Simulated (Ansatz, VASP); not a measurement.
Two plane-wave programs on Ge

File INCAR:

```
SYSTEM = Ge
  PREC = Accurate
  ENCUT = 520
  EDIFF = 1E-6
  ISMEAR = 0
  SIGMA = 0.1
  LREAL = .False.
  LASPH = .True.
  NELM = 60
  ALGO = Fast
  ISIF = 2
  LWAVE = .False.
  LCHARG = .False.
  GGA = PS
  NBANDS = 13
```

KPOINTS

```
regular mesh
0
Gamma
  16 16 14
  0 0 0
```

Contents of POSCAR:

```
Ge
1.0
    1.3966519357     -2.4970604398      0.0000000000
    1.3949355952      2.4961383215      0.0000000000
    0.0000000000      0.0000000000      2.6388969003
Ge
1
Direct
    0.5000000000      0.5000000000      0.0000000000
```

Input for Ansatz:

```yaml
crystal:
  lattice:
    - [1.3966519357, -2.4970604398, 0.0]
    - [1.3949355952, 2.4961383215, 0.0]
    - [0.0, 0.0, 2.6388969003]
  atoms:
    - { symbol: Ge, position: [0.5, 0.5, 0.0] }
basis:
  ecutwfc: 420
kpoints:
  mp_grid: { grid: [16, 16, 14] }
hamiltonian:
  xc: pbesol
scf:
  occupations: { method: gaussian, width: 0.1 }
output:
  forces: true
  stress: true
  eigenvalues: true
  write_density: true
  write_potential: true
  elf: true
  volumetric_format: npy
```

Alike in both runs: task single point; functional PBEsol; k mesh 16 × 16 × 14; occupations gaussian, width 0.1 eV; no spin polarisation.

|  | VASP | Ansatz |
| --- | --- | --- |
| version | VASP 6.6.1 | Ansatz 0.2.0 |
| potentials or method | VASP PAW PBE potentials, release 64 (Ge_d), cutoff 520 eV | scalar-relativistic, plane waves, PAW |
| valence electrons in the cell | 14 | 14 |

```tsv
	VASP	Ansatz	Ansatz less VASP
gap on the k mesh at the Fermi level (eV)	none	none	-
pressure (GPa)	0.3	0.0	-0.32
traceless stress, the component that is largest in VASP (GPa)	-0.11	-0.14	-0.023
```

VASP's potentials were made for PBE, not for PBEsol. A gap of «none» marks a metal or a gap that the smearing closes. With one functional, cell and mesh, what is left measures potentials, basis and numerics.
